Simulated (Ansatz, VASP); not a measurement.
Ti in VASP and in Ansatz

```
Ti
1.0
    -1.69023    1.69023    1.64100
     1.69023   -1.69023    1.64100
     1.69023    1.69023   -1.64100
Ti
1
Direct
  0.00000 0.00000 0.00000
```

Change from the starting cell: strain +0.0300 x Voigt [1, 1, 0, 0, 0, 0], atoms carried along.

Alike in both runs: task single point; functional r2SCAN; k mesh 20 × 20 × 20; occupations gaussian, width 0.15 eV; no spin polarisation.

```csv
,VASP,Ansatz
version,VASP 6.6.1,Ansatz 0.2.0
potentials or method,"VASP PAW PBE potentials, release 64 (Ti_sv), cutoff 520 eV","scalar-relativistic, plane waves, PAW"
valence electrons in the cell,12,12
```

VASP gave:

```
gap on the k mesh at the Fermi level (eV)                     : none
pressure (GPa)                                                : -8.0
traceless stress, the component that is largest in VASP (GPa) : -0.91
```

Q: Which values does Ansatz return?

A: gap on the k mesh at the Fermi level (eV): none; pressure (GPa): -8.2; traceless stress, the component that is largest in VASP (GPa): -0.91.

VASP's potentials were made for PBE, not for r2SCAN. A gap of «none» marks a metal or a gap that the smearing closes.
